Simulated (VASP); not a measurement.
# Si3Ag (Fm-3m) in VASP: notebook

The runs below take Si3Ag through single point, with PBE.

All numbers are computed with VASP 6.6.1; they aren't measurements. Logs are shortened: lines on timing, memory, paths and dates and some standing lists are left out, and cuts for length are marked.

**1. The cell of the first run**

The structure is cubic, space group Fm-3m (No. 225). The conventional cell has a = 6.430 Å, b = 6.430 Å, c = 6.430 Å, α = 90.00°, β = 90.00°, γ = 90.00°. Si (site symmetry m-3m) has 8 Si at 2.78 Å and 6 Ag at 3.22 Å within 3.7 Å. Si (site symmetry -43m) has 10 Si at 2.78 to 3.22 Å and 4 Ag at 2.78 Å within 3.7 Å. Within 3.7 Å of Ag (site symmetry m-3m) lie 14 Si at 2.78 to 3.22 Å.

The cell was generated, and may not be a known phase.

**2. Single point, PBE**

File INCAR:

```
SYSTEM = Si3Ag
ALGO     = Normal         ! electronic algorithm
EDIFF    = 1E-7           ! SCF threshold, eV
ENCUT    = 520            ! plane-wave cutoff, eV
GGA      = PE             ! functional
ISIF     = 2              ! what is computed and relaxed
ISMEAR   = 0              ! smearing method
LASPH    = .True.         ! aspherical terms in the spheres
LCHARG   = .False.        ! write CHGCAR
LREAL    = .False.        ! projectors in reciprocal space
LWAVE    = .False.        ! write WAVECAR
NBANDS   = 20             ! bands
NELM     = 60             ! most SCF steps
PREC     = Accurate       ! precision mode
SIGMA    = 0.1            ! smearing width, eV
```

File KPOINTS:

```
k-points
0
Gamma
  4 4 4
  0 0 0
```

File POSCAR:

```
Si3Ag
1.0
    0.0000000000      3.2151640820      3.2151640820
    3.2151640819      0.0000000000      3.2151640820
    3.2151640819      3.2151640820      0.0000000000
Si Ag
3 1
Direct
    0.0000000000      0.0000000000      0.0000000000
    0.2500000000      0.2500000000      0.2500000000
    0.7500000000      0.7500000000      0.7500000000
    0.5000000000      0.5000000000      0.5000000000
```

Potentials or basis: VASP PAW PBE potentials, release 64 (Si, Ag).

Started as:

```bash
> cat potpaw_PBE.64/Si/POTCAR potpaw_PBE.64/Ag/POTCAR > POTCAR
> mpirun -np 1 vasp_std > vasp.out
```

OUTCAR:

```text
SYSTEM = Si3Ag
   EDIFF = 1E-7
   ENCUT = 520
   GGA = PE
   ISIF = 2
   ISMEAR = 0
   LASPH = .True.
   LREAL = .False.
   NELM = 60
   PREC = Accurate

 ion  position               nearest neighbor table
   1  0.000  0.000  0.000-   2 2.78   3 2.78   3 2.78   3 2.78   3 2.78   2 2.78   2 2.78   2 2.78
                             4 3.22   4 3.22   4 3.22   4 3.22   4 3.22   4 3.22
   2  0.250  0.250  0.250-   1 2.78   4 2.78   1 2.78   1 2.78   1 2.78   4 2.78   4 2.78   4 2.78

   3  0.750  0.750  0.750-   1 2.78   4 2.78   4 2.78   4 2.78   4 2.78   1 2.78   1 2.78   1 2.78

   4  0.500  0.500  0.500-   2 2.78   3 2.78   2 2.78   2 2.78   2 2.78   3 2.78   3 2.78   3 2.78
                             1 3.22   1 3.22   1 3.22   1 3.22   1 3.22   1 3.22

  LATTYP: Found a face centered cubic cell.
 ALAT       =     6.4303281639

  Lattice vectors:

 A1 = (   0.0000000000,   3.2151640820,   3.2151640820)
 A2 = (   3.2151640819,   0.0000000000,   3.2151640820)
 A3 = (   3.2151640819,   3.2151640820,   0.0000000000)

Analysis of symmetry for initial positions (statically):
=====================================================================
 Subroutine PRICEL returns:
 Original cell was already a primitive cell.

 Routine SETGRP: Setting up the symmetry group for a
 face centered cubic supercell.

 Subroutine GETGRP returns: Found 48 space group operations
 (whereof 48 operations were pure point group operations)
 out of a pool of 48 trial point group operations.

The static configuration has the point symmetry O_h .

Analysis of symmetry for dynamics (positions and initial velocities):
=====================================================================
 Subroutine PRICEL returns:
 Original cell was already a primitive cell.

 Routine SETGRP: Setting up the symmetry group for a
 face centered cubic supercell.

 Subroutine GETGRP returns: Found 48 space group operations
 (whereof 48 operations were pure point group operations)
 out of a pool of 48 trial point group operations.

The dynamic configuration has the point symmetry O_h .

 Subroutine INISYM returns: Found 48 space group operations
 (whereof 48 operations are pure point group operations),
 and found     1 'primitive' translations

----------------------------------------------------------------------------------------

                                     Primitive cell

  volume of cell :      66.4721

  direct lattice vectors                    reciprocal lattice vectors
     0.000000000  3.215164082  3.215164082    -0.155513059  0.155513059  0.155513059
     3.215164082  0.000000000  3.215164082     0.155513059 -0.155513059  0.155513059
     3.215164082  3.215164082  0.000000000     0.155513059  0.155513059 -0.155513059

  length of vectors
     4.546928650  4.546928650  4.546928650     0.269356519  0.269356519  0.269356519

  position of ions in fractional coordinates (direct lattice)
     0.000000000  0.000000000  0.000000000
     0.250000000  0.250000000  0.250000000
     0.750000000  0.750000000  0.750000000
     0.500000000  0.500000000  0.500000000

  ion indices of the primitive-cell ions
   primitive index   ion index
                 1           1
                 2           2
                 3           3
                 4           4

----------------------------------------------------------------------------------------

 KPOINTS: k-points

Automatic generation of k-mesh.
 Grid dimensions read from file:
 generate k-points for:    4    4    4

 Generating k-lattice:

  Cartesian coordinates                     Fractional coordinates (reciprocal lattice)
    -0.038878265  0.038878265  0.038878265     0.250000000  0.000000000  0.000000000
     0.038878265 -0.038878265  0.038878265     0.000000000  0.250000000  0.000000000
     0.038878265  0.038878265 -0.038878265     0.000000000  0.000000000  0.250000000

  Length of vectors
     0.067339130  0.067339130  0.067339130

  Shift w.r.t. Gamma in fractional coordinates (k-lattice)
     0.000000000  0.000000000  0.000000000

 Subroutine IBZKPT returns following result:
 ===========================================

 Found      8 irreducible k-points:

 Following reciprocal coordinates:
            Coordinates               Weight
  0.000000  0.000000  0.000000      1.000000
  0.250000  0.000000  0.000000      8.000000
  0.500000  0.000000  0.000000      4.000000
  0.250000  0.250000  0.000000      6.000000
  0.500000  0.250000  0.000000     24.000000
 -0.250000  0.250000  0.000000     12.000000
  0.500000  0.500000  0.000000      3.000000
 -0.250000  0.500000  0.250000      6.000000
   k-points           NKPTS =      8   k-points in BZ     NKDIM =      8   number of bands    NBANDS=     20
   number of dos      NEDOS =    301   number of ions     NIONS =      4
   total plane-waves  NPLWV =  46656
   dimension x,y,z NGX =    36 NGY =   36 NGZ =   36
   dimension x,y,z NGXF=    72 NGYF=   72 NGZF=   72
   ions per type =               3   1
   NGX,Y,Z   is equivalent  to a cutoff of  13.16, 13.16, 13.16 a.u.
   NGXF,Y,Z  is equivalent  to a cutoff of  26.32, 26.32, 26.32 a.u.
 SYSTEM =  Si3Ag
   PREC   = accura    normal or accurate (medium, high low for compatibility)
   ISTART =      0    job   : 0-new  1-cont  2-samecut
   ICHARG =      2    charge: 1-file 2-atom 10-const
   ISPIN  =      1    spin polarized calculation?
   LNONCOLLINEAR =      F non collinear calculations
   LSORBIT =      F    spin-orbit coupling
   LASPH  =      T    aspherical Exc in radial PAW
   ENCUT  =  520.0 eV  38.22 Ry    6.18 a.u.   8.45  8.45  8.45*2*pi/ulx,y,z
   NELM   =     60;   NELMIN=  2; NELMDL= -5     # of ELM steps
   EDIFF  = 0.1E-06   stopping-criterion for ELM
   LREAL  =      F    real-space projection
   EDIFFG = 0.1E-05   stopping-criterion for IOM
   NSW    =      0    number of steps for IOM
   IBRION =     -1    ionic relax: 0-MD 1-quasi-New 2-CG
   NFREE  =      0    steps in history (QN), initial steepest desc. (CG)
   ISIF   =      2    stress and relaxation
   ISYM   =      2    0-nonsym 1-usesym 2-fastsym
   POTIM  = 0.5000    time-step for ionic-motion
   TEBEG  =    0.0;   TEEND  =   0.0 temperature during run
   PSTRESS=    0.0 pullay stress
   NELECT =      23.0000    total number of electrons
   NUPDOWN=      -1.0000    fix difference up-down
   EMIN   =  10.00;   EMAX   =-10.00  energy-range for DOS
   EFERMI =   0.00;   METHOD = LEGACY
   ISMEAR =     0;   SIGMA  =   0.10  broadening in eV -4-tet -1-fermi 0-gaus
   EFERMI_NEDOS =   21; number of points for ismear=-14 and -15
   IALGO  =     38    algorithm
   IMIX   =      4    mixing-type and parameters
     AMIX     =   0.40;   BMIX     =  1.00
     AMIX_MAG =   1.60;   BMIX_MAG =  1.00
  volume/ion in A,a.u.               =      16.62       112.14
  Fermi-wavevector in a.u.,A,eV,Ry     =   1.149311  2.171883 17.972156  1.320916
  Thomas-Fermi vector in A             =   2.285982
   LORBIT       =      0    0 simple, 1 ext, 2 COOP (PROOUT), +10 PAW based schemes
   GGA     = PE    functional components
   LHFCALC =     F    Hartree Fock is set to
   AEXX    =    0.0000 exact exchange contribution
   IVDW    =     0    specifies the selected vdW correction
   LEPSILON=     F    determine dielectric tensor
   LRPA    =     F    only Hartree local field effects (RPA)
 non-spin polarized calculation
 Gauss-broadening in eV      SIGMA  =   0.10
  energy-cutoff  :      520.00
  volume of cell :       66.47
 maximum number of plane-waves:      1812
 NGX is ok and might be reduce to    36
   NGX = 17   NGY = 17   NGZ = 17

 number of electron      22.9999996 magnetization

 Free energy of the ion-electron system (eV)
  ---------------------------------------------------
  ext. energy  EPLUGINS =         0.00000000
  ---------------------------------------------------
  free energy    TOTEN  =       -16.62958653 eV

  energy without entropy =      -16.62571549  energy(sigma->0) =      -16.62765101

 E-fermi :   8.4676     XC(G=0): -11.0782

 val. band max:        8.3922868610   @ k =  -0.2500   0.5000   0.2500
 cond. band min:       8.9498851279   @ k =   0.5000   0.2500   0.0000
 fundamental gap:      0.5575982669
 Fermi energy:         8.4675674631

 k-point     1 :       0.0000    0.0000    0.0000
  band No.  band energies     occupation
      1      -3.8041      2.00000
      2       2.6303      2.00000
      3       2.6303      2.00000
      4       2.6303      2.00000
      5       3.4231      2.00000
      6       3.4231      2.00000
[... 12 lines left out ...]
     19      13.4576      0.00000
     20      14.2091      0.00000

 k-point     2 :       0.2500    0.0000    0.0000
  band No.  band energies     occupation
      1      -3.1570      2.00000
      2       1.2512      2.00000
      3       2.7076      2.00000
      4       2.7076      2.00000
      5       3.3219      2.00000
      6       3.3219      2.00000
[... 12 lines left out ...]
     19      15.7766      0.00000
     20      16.4337      0.00000

 k-point     3 :       0.5000    0.0000    0.0000
  band No.  band energies     occupation
      1      -1.6037      2.00000
      2      -0.9457      2.00000
      3       2.6436      2.00000
      4       2.6436      2.00000
      5       3.4577      2.00000
      6       3.4577      2.00000
[... 12 lines left out ...]
     19      13.8185      0.00000
     20      16.4482      0.00000

 k-point     4 :       0.2500    0.2500    0.0000
  band No.  band energies     occupation
      1      -2.9425      2.00000
      2       1.5158      2.00000
      3       2.2821      2.00000
      4       2.7518      2.00000
      5       2.7518      2.00000
      6       3.5121      2.00000
[... 12 lines left out ...]
     19      15.1764      0.00000
     20      17.0653      0.00000

 k-point     5 :       0.5000    0.2500    0.0000
  band No.  band energies     occupation
      1      -1.5483      2.00000
      2      -0.0049      2.00000
      3       1.2627      2.00000
      4       2.8555      2.00000
      5       3.1687      2.00000
      6       3.4660      2.00000
[... 12 lines left out ...]
     19      15.4465      0.00000
     20      17.0573      0.00000

 k-point     6 :      -0.2500    0.2500    0.0000
  band No.  band energies     occupation
      1      -2.1291      2.00000
      2       0.5726      2.00000
      3       1.2691      2.00000
      4       2.9754      2.00000
      5       3.0516      2.00000
      6       3.4725      2.00000
[... 12 lines left out ...]
     19      16.1648      0.00000
     20      17.5078      0.00000

 k-point     7 :       0.5000    0.5000    0.0000
  band No.  band energies     occupation
      1      -0.5989      2.00000
      2      -0.5389      2.00000
      3       0.8562      2.00000
      4       3.3848      2.00000
      5       3.3848      2.00000
      6       3.6027      2.00000
[... 12 lines left out ...]
     19      15.3778      0.00000
     20      17.8351      0.00000

 k-point     8 :      -0.2500    0.5000    0.2500
  band No.  band energies     occupation
      1      -0.3020      2.00000
      2      -0.0183      2.00000
      3      -0.0183      2.00000
      4       2.1759      2.00000
      5       3.3865      2.00000
      6       3.5183      2.00000
[... 12 lines left out ...]
     19      16.3900      0.00000
     20      16.7493      0.00000

------------------------ aborting loop because EDIFF is reached ----------------------------------------

  FORCE on cell =-STRESS in cart. coord.  units (eV):
  Direction    XX          YY          ZZ          XY          YZ          ZX
  --------------------------------------------------------------------------------------
  -------------------------------------------------------------------------------------
  Total       -0.1586793     -0.1586793     -0.1586793      0.0000000     -0.0000000      0.0000000
  in kB       -3.8246468     -3.8246468     -3.8246468      0.0000000     -0.0000000      0.0000000
  external PRESSURE =      -3.8246468 kB  Pullay stress =       0.0000000 kB

 VOLUME and BASIS-vectors are now :
 -----------------------------------------------------------------------------
  energy-cutoff  :      520.00
  volume of cell :       66.47
      direct lattice vectors                 reciprocal lattice vectors
     0.000000000  3.215164082  3.215164082    -0.155513059  0.155513059  0.155513059
     3.215164082  0.000000000  3.215164082     0.155513059 -0.155513059  0.155513059
     3.215164082  3.215164082  0.000000000     0.155513059  0.155513059 -0.155513059

 POSITION                                       TOTAL-FORCE (eV/Angst)
 -----------------------------------------------------------------------------------
      0.00000      0.00000      0.00000         0.000000      0.000000      0.000000
      1.60758      1.60758      1.60758         0.000000     -0.000000     -0.000000
      4.82275      4.82275      4.82275        -0.000000      0.000000      0.000000
      3.21516      3.21516      3.21516         0.000000      0.000000      0.000000
 -----------------------------------------------------------------------------------
    total drift:                                0.000000      0.000000      0.000000

  FREE ENERGIE OF THE ION-ELECTRON SYSTEM (eV)
  ---------------------------------------------------
  free  energy   TOTEN  =       -16.6295865269 eV

  energy  without entropy=      -16.6257154921  energy(sigma->0) =      -16.62765101
```

Wall time 30 s (1 thread of Intel Xeon 8259CL, shared host); peak memory 0.2 GiB.

Results:

```yaml
Free_energy: -16.6296 eV
Pressure: -0.4 GPa
Band_gap_on_the_k_mesh: zero (an odd number of electrons rules out a gap without spin polarisation)
```

Caveat: the k points lie up to 0.42 Å⁻¹ apart, too coarse for converged energies and pressures of a metal.

(Part 1 of 2 ends here.)

The gap in the log of VASP goes by the Fermi energy; the results here count the filled bands.